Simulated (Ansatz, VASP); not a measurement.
## SbMo in VASP and in Ansatz

The input INCAR:

```
SYSTEM = SbMo
PREC = Accurate
ENCUT = 600
EDIFF = 1E-6
ISMEAR = -1
SIGMA = 0.08
LREAL = .False.
LASPH = .True.
NELM = 100
ALGO = Normal
ISIF = 3
LWAVE = .False.
LCHARG = .False.
GGA = PE
IBRION = 2
NSW = 100
EDIFFG = -0.005
```

KPOINTS

```
Automatic mesh
0
Gamma
  10 10 10
  0 0 0
```

POSCAR

```
SbMo
1.0
    0.0000000000      3.2195088072      3.2195088072
    3.2195088072      0.0000000000      3.2195088072
    3.2195088072      3.2195088072      0.0000000000
Mo Sb
1 1
Direct
    0.0000000000      0.0000000000      0.0000000000
    0.2500000000      0.2500000000      0.2500000000
```

Input for Ansatz:

```yaml
crystal:
  lattice:
    - [0.0, 3.2195088072, 3.2195088072]
    - [3.2195088072, 0.0, 3.2195088072]
    - [3.2195088072, 3.2195088072, 0.0]
  atoms:
    - { symbol: Mo, position: [0.0, 0.0, 0.0] }
    - { symbol: Sb, position: [0.25, 0.25, 0.25] }
kpoints:
  mp_grid: { grid: [10, 10, 10] }
scf:
  occupations: { method: fermi_dirac, width: 0.08 }
hamiltonian:
  xc: pbe
  pseudopotentials: { kind: paw }
output:
  forces: true
  stress: true
relax:
  f_tol: 0.005
  max_steps: 80
  cell: {}
```

Alike in both runs: task relaxation of cell and atoms; functional PBE; k mesh 10 × 10 × 10; occupations fermi-dirac, width 0.08 eV; no spin polarisation.

```csv
,VASP,Ansatz
version,VASP 6.6.1,Ansatz 0.2.0
potentials or method,"VASP PAW PBE potentials, release 64 (Mo_sv, Sb)","PAW with Ansatz's default frozen-core files, scalar-relativistic"
plane-wave cutoff (eV),600,420
valence electrons in the cell,19,29
```

Ansatz gave:

* relaxed volume (Å³/atom): 28.79
* relaxed length of the cell vector where the two differ most in proportion (Å): 4.334

Estimate VASP's values.

relaxed volume (Å³/atom): 28.76; relaxed length of the cell vector where the two differ most in proportion (Å): 4.333.

VASP's potentials hold 19 valence electrons a cell and Ansatz's 29, so a difference there can come from the potentials and not from the codes.

Spin-orbit coupling is off throughout.
